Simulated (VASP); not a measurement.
# CdTeH2 in VASP: single point with PBE

Aim: the single point of CdTeH2 with PBE.

Everything below comes from runs of VASP 6.6.1. Logs are shortened: lines on timing, memory, paths and dates and some standing lists are left out, and cuts for length are marked.

### 1 The cell of the first run

The cell holds a wire or tube with vacuum around it, 20 atoms: a = 18.800 Å, b = 19.500 Å, c = 4.815 Å, α = 90.00°, β = 90.00°, γ = 90.00°.

### 2 Single point, PBE

The input, INCAR:

```
SYSTEM = CdTeH2
PREC = Accurate
ENCUT = 520
EDIFF = 1E-6
ISMEAR = 0
SIGMA = 0.05
LREAL = Auto
LASPH = .TRUE.
NELM = 80
ALGO = Normal
ISIF = 2
LWAVE = .FALSE.
LCHARG = .FALSE.
GGA = PE
NBANDS = 66
```

The input, KPOINTS:

```
regular mesh
0
G
  1 1 7
  0 0 0
```

The input, POSCAR:

```
CdTeH2
1.0
   18.8000000000      0.0000000000      0.0000000000
    0.0000000000     19.5000000000      0.0000000000
    0.0000000000      0.0000000000      4.8148907934
Cd Te H
5 5 10
Direct
    0.5531085493      0.5317267577      0.0000000000
    0.4352919567      0.7351361955      0.5000000000
    0.4243663167      0.3595648253      0.5000000000
    0.7020924528      0.3541057968      0.5000000000
    0.3053997265      0.5257411218      0.0000000000
    0.5507921694      0.6190511779      0.5000000000
    0.5658159909      0.2892024478      0.5000000000
    0.6743238704      0.4448740871      0.0000000000
    0.4327918700      0.4482649656      0.0000000000
    0.3367986880      0.6173553631      0.5000000000
    0.6333152169      0.6515874808      0.5000000000
    0.5669549386      0.2697693248      0.0914249913
    0.5669549386      0.2697693248      0.9085750087
    0.4441702542      0.7821689544      0.9153274321
    0.4441702542      0.7821689544      0.0846725679
    0.3535258740      0.3040908811      0.5000000000
    0.7428138648      0.4998216646      0.0000000000
    0.7885736263      0.3276220554      0.5000000000
    0.2157741305      0.5122741937      0.0000000000
    0.2612280843      0.6626770368      0.5000000000
```

Potentials or basis: VASP PAW PBE potentials, release 64 (Cd, Te, H).

Started as:

```sh
cat potpaw_PBE.64/Cd/POTCAR potpaw_PBE.64/Te/POTCAR potpaw_PBE.64/H/POTCAR > POTCAR
mpirun -np 1 vasp_std > vasp.out
```

OUTCAR:

```text
SYSTEM = CdTeH2
   PREC = Accurate
   ENCUT = 520
   EDIFF = 1E-6
   ISMEAR = 0
   LREAL = Auto
   LASPH = .TRUE.
   NELM = 80
   ISIF = 2
   GGA = PE

 ion  position               nearest neighbor table
   1  0.553  0.532  0.000-   9 2.79   8 2.84   6 2.95   6 2.95
   2  0.435  0.735  0.500-  14 2.21  15 2.21  10 2.95   6 3.14
   3  0.424  0.360  0.500-  16 1.72   9 2.97   9 2.97   7 2.99
   4  0.702  0.354  0.500-  18 1.71   7 2.86   8 3.03   8 3.03
   5  0.305  0.526  0.000-  19 1.71   9 2.83  10 3.06  10 3.06
   6  0.551  0.619  0.500-  11 1.68   1 2.95   1 2.95   2 3.14
   7  0.566  0.289  0.500-  12 2.00  13 2.00   4 2.86   3 2.99
   8  0.674  0.445  0.000-  17 1.68   1 2.84   4 3.03   4 3.03
   9  0.433  0.448  0.000-   1 2.79   5 2.83   3 2.97   3 2.97
  10  0.337  0.617  0.500-  20 1.67   2 2.95   5 3.06   5 3.06
  11  0.633  0.652  0.500-   6 1.68
  12  0.567  0.270  0.091-  13 0.88   7 2.00
  13  0.567  0.270  0.909-  12 0.88   7 2.00
  14  0.444  0.782  0.915-  15 0.82   2 2.21
  15  0.444  0.782  0.085-  14 0.82   2 2.21
  16  0.354  0.304  0.500-   3 1.72
  17  0.743  0.500  0.000-   8 1.68
  18  0.789  0.328  0.500-   4 1.71
  19  0.216  0.512  0.000-   5 1.71
  20  0.261  0.663  0.500-  10 1.67

  LATTYP: Found a simple orthorhombic cell.
 ALAT       =     4.8148907934
 B/A-ratio  =     3.9045537701
 C/A-ratio  =     4.0499360913

  Lattice vectors:

 A1 = (   0.0000000000,   0.0000000000,   4.8148907934)
 A2 = (  18.8000000000,   0.0000000000,   0.0000000000)
 A3 = (   0.0000000000,  19.5000000000,   0.0000000000)

Analysis of symmetry for initial positions (statically):
=====================================================================
 Subroutine PRICEL returns:
 Original cell was already a primitive cell.

 Routine SETGRP: Setting up the symmetry group for a
 simple orthorhombic supercell.

 Subroutine GETGRP returns: Found  2 space group operations
 (whereof  2 operations were pure point group operations)
 out of a pool of  8 trial point group operations.

The static configuration has the point symmetry C_1h.

Analysis of symmetry for dynamics (positions and initial velocities):
=====================================================================
 Subroutine PRICEL returns:
 Original cell was already a primitive cell.

 Routine SETGRP: Setting up the symmetry group for a
 simple orthorhombic supercell.

 Subroutine GETGRP returns: Found  2 space group operations
 (whereof  2 operations were pure point group operations)
 out of a pool of  8 trial point group operations.

[... 122 lines left out ...]
   ISYM   =      2    0-nonsym 1-usesym 2-fastsym
   POTIM  = 0.5000    time-step for ionic-motion
   TEBEG  =    0.0;   TEEND  =   0.0 temperature during run
   PSTRESS=    0.0 pullay stress
   NELECT =     100.0000    total number of electrons
   NUPDOWN=      -1.0000    fix difference up-down
   EMIN   =  10.00;   EMAX   =-10.00  energy-range for DOS
   EFERMI =   0.00;   METHOD = LEGACY
   ISMEAR =     0;   SIGMA  =   0.05  broadening in eV -4-tet -1-fermi 0-gaus
   EFERMI_NEDOS =   21; number of points for ismear=-14 and -15
   IALGO  =     38    algorithm
   IMIX   =      4    mixing-type and parameters
     AMIX     =   0.40;   BMIX     =  1.00
     AMIX_MAG =   1.60;   BMIX_MAG =  1.00
  volume/ion in A,a.u.               =      88.26       595.59
  Fermi-wavevector in a.u.,A,eV,Ry     =   0.628756  1.188176  5.378840  0.395334
  Thomas-Fermi vector in A             =   1.690810
   LORBIT       =      0    0 simple, 1 ext, 2 COOP (PROOUT), +10 PAW based schemes
   GGA     = PE    functional components
   LHFCALC =     F    Hartree Fock is set to
   AEXX    =    0.0000 exact exchange contribution
   IVDW    =     0    specifies the selected vdW correction
   LEPSILON=     F    determine dielectric tensor
   LRPA    =     F    only Hartree local field effects (RPA)
 non-spin polarized calculation
 Gauss-broadening in eV      SIGMA  =   0.05
  energy-cutoff  :      520.00
  volume of cell :     1765.14
 maximum number of plane-waves:     47628
 NGX is ok and might be reduce to   140
   NGX = 69   NGY = 73   NGZ = 17

 number of electron     100.0000000 magnetization

 Free energy of the ion-electron system (eV)
  ---------------------------------------------------
  ext. energy  EPLUGINS =         0.00000000
  ---------------------------------------------------
  free energy    TOTEN  =       -50.60983797 eV

  energy without entropy =      -50.60983797  energy(sigma->0) =      -50.60983797

 E-fermi :  -3.2786     XC(G=0):  -2.6164

 val. band max:       -3.5295759330   @ k =   0.0000   0.0000   0.2857
 cond. band min:      -2.8998920849   @ k =   0.0000   0.0000   0.2857
 fundamental gap:      0.6296838481
 Fermi energy:        -3.2786444215

 k-point     1 :       0.0000    0.0000    0.0000
  band No.  band energies     occupation
      1     -15.1834      2.00000
      2     -14.8901      2.00000
      3     -14.7126      2.00000
      4     -14.6269      2.00000
      5     -14.0208      2.00000
      6     -12.0365      2.00000
[... 249 lines left out ...]
     61       0.5270      0.00000
     62       0.9035      0.00000
 [bands above 62 left out]

------------------------ aborting loop because EDIFF is reached ----------------------------------------

  FORCE on cell =-STRESS in cart. coord.  units (eV):
  Direction    XX          YY          ZZ          XY          YZ          ZX
  --------------------------------------------------------------------------------------
  -------------------------------------------------------------------------------------
  Total        0.4642116      0.0037069      0.0377269      0.0590828      0.0000000      0.0000000
  in kB        0.4213545      0.0033647      0.0342438      0.0536281      0.0000000      0.0000000
  external PRESSURE =       0.1529877 kB  Pullay stress =       0.0000000 kB

 VOLUME and BASIS-vectors are now :
 -----------------------------------------------------------------------------
  energy-cutoff  :      520.00
  volume of cell :     1765.14
      direct lattice vectors                 reciprocal lattice vectors
    18.800000000  0.000000000  0.000000000     0.053191489  0.000000000  0.000000000
     0.000000000 19.500000000  0.000000000     0.000000000  0.051282051  0.000000000
     0.000000000  0.000000000  4.814890793     0.000000000  0.000000000  0.207689030

 POSITION                                       TOTAL-FORCE (eV/Angst)
 -----------------------------------------------------------------------------------
     10.39844     10.36867      0.00000        -0.005409     -0.004845      0.000000
      8.18349     14.33516      2.40745        -0.011543     -0.008606      0.000000
      7.97809      7.01151      2.40745         0.013274      0.032094      0.000000
     13.19934      6.90506      2.40745        -0.026096      0.015192      0.000000
      5.74151     10.25195      0.00000         0.036773      0.004479      0.000000
     10.35489     12.07150      2.40745        -0.051421     -0.014889      0.000000
[... 12 lines left out ...]
      4.05655      9.98935      0.00000        -0.054650     -0.003131      0.000000
      4.91109     12.92220      2.40745        -0.049913      0.033539      0.000000
 -----------------------------------------------------------------------------------
    total drift:                                0.008686      0.002179     -0.000002

  FREE ENERGIE OF THE ION-ELECTRON SYSTEM (eV)
  ---------------------------------------------------
  free  energy   TOTEN  =       -50.6098379694 eV

  energy  without entropy=      -50.6098379694  energy(sigma->0) =      -50.60983797
```

OSZICAR:

```text
N       E                     dE             d eps       ncg     rms          rms(c)
DAV:   1     0.766654782536E+03    0.76665E+03   -0.30529E+04   528   0.106E+03
DAV:   2     0.381837079961E+02   -0.72847E+03   -0.70415E+03   720   0.229E+02
DAV:   3    -0.519385661079E+02   -0.90122E+02   -0.89628E+02   606   0.919E+01
[... 19 lines left out ...]
DAV:  23    -0.506098291254E+02   -0.11961E-04   -0.55353E-07   396   0.117E-03    0.107E-03
DAV:  24    -0.506098332357E+02   -0.41103E-05   -0.11918E-07   424   0.643E-04    0.351E-04
DAV:  25    -0.506098365027E+02   -0.32670E-05   -0.10893E-07   378   0.484E-04    0.430E-04
DAV:  26    -0.506098375579E+02   -0.10553E-05   -0.35078E-08   414   0.283E-04    0.170E-04
DAV:  27    -0.506098379694E+02   -0.41141E-06   -0.50893E-09   416   0.141E-04
   1 F= -.50609838E+02 E0= -.50609838E+02  d E =-.928761E-13
```

Run time: 22 min. Hardware: 1 thread of AMD EPYC 7R43 (Zen 3), shared host; peak memory 1.5 GiB.

Results:

| Property | Result |
| --- | --- |
| Free energy | -50.6098 eV |
| Largest force | 0.073 eV/Å |
| Band gap on the k mesh | 0.63 eV |

Forces on the atoms (eV/Å):
```
Cd  -0.005 -0.005  0.000
Cd  -0.012 -0.009  0.000
Cd   0.013  0.032  0.000
Cd  -0.026  0.015  0.000
Cd   0.037  0.004  0.000
Te  -0.051 -0.015  0.000
Te  -0.002 -0.013  0.000
Te  -0.038 -0.034  0.000
Te   0.005  0.009  0.000
Te   0.064 -0.034  0.000
H    0.053  0.020  0.000
H    0.000  0.002 -0.004
H    0.000  0.002  0.004
H    0.003  0.003  0.006
H    0.003  0.003 -0.006
H   -0.031 -0.032  0.000
H    0.045  0.036  0.000
H    0.047 -0.017  0.000
H   -0.055 -0.003  0.000
H   -0.050  0.034  0.000
```

Caveat: spin-orbit coupling is left out, which moves the levels of the heavy elements.
